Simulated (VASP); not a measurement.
Set up this calculation in VASP 6.6.1, as the native input.

| Item | Value |
| --- | --- |
| Task | single point |
| Functional | PBE |
| Potentials or basis | VASP PAW PBE potentials, release 64 (Mo_sv, W_sv) |
| Cutoff | 520 eV |
| k mesh | 22 × 12 × 1 |
| Occupations | gaussian, width 0.1 eV |
| Spin | no spin polarisation |
| Dipole correction | yes |
| Further INCAR settings | ALGO = Normal; EDIFF = 1e-07; NBANDS = 21 |

The structure of MoW lies in POSCAR:

```
MoW
1.0
    2.4837288235      0.0000000000      0.0000000000
    0.0000000000      4.9146910025      0.0000000000
    0.0000000000      0.0000000000     23.8000000000
Mo W
1 1
Direct
    0.5000000000      0.5000000000      0.2941176471
    0.5000000000      0.0000000000      0.2941176471
```

The cell was generated, and may not be a known phase.

These files were run (other wordings do the same):

INCAR

```
PREC = Accurate
ENCUT = 520
EDIFF = 1E-7
ISMEAR = 0
SIGMA = 0.1
LREAL = False
LASPH = True
NELM = 60
ALGO = Normal
ISIF = 2
LWAVE = False
LCHARG = False
LDIPOL = True
IDIPOL = 3
DIPOL = 0.5 0.5 0.294
GGA = PE
NBANDS = 21
```

KPOINTS

```
regular mesh
0
Gamma
  22 12 1
```

Potentials or basis: VASP PAW PBE potentials, release 64 (Mo_sv, W_sv).

The run is started by

```bash
$ cat potpaw_PBE.64/Mo_sv/POTCAR potpaw_PBE.64/W_sv/POTCAR > POTCAR
$ mpirun -np 1 vasp_std > vasp.out
```

Results of the run:

```json
{
  "Band gap on the k mesh": "zero (bands 14 and 15 overlap by 1.43 eV)"
}
```

Caveat: spin-orbit coupling is left out, which moves the levels of the heavy elements.

Wall time 13 min on 1 thread of Intel Xeon 8259CL (shared host), peak memory 0.74 GiB.
